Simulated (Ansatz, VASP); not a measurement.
Two plane-wave programs on Ge

Contents of POSCAR:

```
Ge
1.0
    0.0000000000      3.1753468143      2.2449701977
    3.1753468143      0.0000000000      2.2449701977
    3.1753468143      3.1753468143      0.0000000000
Ge
2
Direct
    0.5000000000      0.5000000000      0.5000000000
    0.7500000000      0.7500000000      0.7500000000
```

The input INCAR.step1:

```
PREC = Accurate
ENCUT = 520
ISMEAR = 0
SIGMA = 0.05
LREAL = F
LASPH = T
NELM = 100
NBANDS = 21
GGA = PE
ALGO = Normal
EDIFF = 1E-4
LWAVE = T
LCHARG = F
```

Contents of INCAR.step2:

```
PREC = Accurate
ENCUT = 520
EDIFF = 1E-6
ISMEAR = 0
SIGMA = 0.05
LREAL = F
LASPH = T
NELM = 100
ALGO = Normal
ISIF = 2
LWAVE = F
LCHARG = F
METAGGA = R2SCAN
LMIXTAU = T
NBANDS = 21
ISTART = 1
```

File KPOINTS:

```
Automatic mesh
0
Gamma
  12 12 12
```

Input for Ansatz:

```yaml
crystal:
  lattice:
    - [0.0, 3.1753468143, 2.2449701977]
    - [3.1753468143, 0.0, 2.2449701977]
    - [3.1753468143, 3.1753468143, 0.0]
  atoms:
    - { symbol: Ge, position: [0.5, 0.5, 0.5] }
    - { symbol: Ge, position: [0.75, 0.75, 0.75] }
basis:
  ecutwfc: 500
kpoints:
  mp_grid: { grid: [12, 12, 12] }
hamiltonian:
  xc: r2scan
scf:
  occupations: { method: gaussian, width: 0.05 }
output:
  forces: true
  stress: true
  eigenvalues: true
```

Alike in both runs: task single point; functional r2SCAN; k mesh 12 × 12 × 12; occupations gaussian, width 0.05 eV; no spin polarisation.

```csv
,VASP,Ansatz
version,VASP 6.6.1,Ansatz 0.2.0
potentials or method,"VASP PAW PBE potentials, release 64 (Ge_d), cutoff 520 eV","scalar-relativistic, plane waves, PAW"
valence electrons in the cell,28,28
```

```csv
,VASP,Ansatz,Ansatz less VASP
gap on the k mesh at the Fermi level (eV),none,none,-
pressure (GPa),-1.4,-1.4,+0.03
"traceless stress, the component that is largest in VASP (GPa)",6.81,6.86,+0.051
```

VASP's potentials were made for PBE, not for r2SCAN. A gap of «none» marks a metal or a gap that the smearing closes.
